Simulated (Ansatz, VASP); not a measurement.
## O: VASP beside Ansatz

```
CELL_PARAMETERS angstrom
9.00000 0.00000 0.00000
0.00000 9.50000 0.00000
0.00000 0.00000 10.00000
ATOMIC_POSITIONS crystal
O 0.50000 0.50000 0.43950
O 0.50000 0.50000 0.56050
```

Alike in both runs: functional PBEsol; k mesh 1 × 1 × 1; occupations fermi-dirac, width 0.02 eV; collinear spin.

Ansatz relaxed the structure, and its values are those at the end. VASP's run is a single point on that final structure, the one shown.

```csv
,VASP,Ansatz
version,VASP 6.6.1,Ansatz 0.2.0
potentials or method,"VASP PAW PBE potentials, release 64 (O_h), cutoff 1000 eV","plane waves, PAW"
valence electrons in the cell,12,12
```

Ansatz gave:

```
rms of the force components (eV/Å)                            : 0.001
net moment per atom (μB)                                      : 1.00
size of the moment on the site where the two differ most (μB) : 0.55
```

Which values does VASP return?

rms of the force components (eV/Å): 0.116; net moment per atom (μB): 1.00; size of the moment on the site where the two differ most (μB): 0.62.

VASP's potentials were made for PBE, not for PBEsol. Site moments also hang on the region over which each program counts them. Ansatz's warnings: end state compared, stress scf threshold loose.
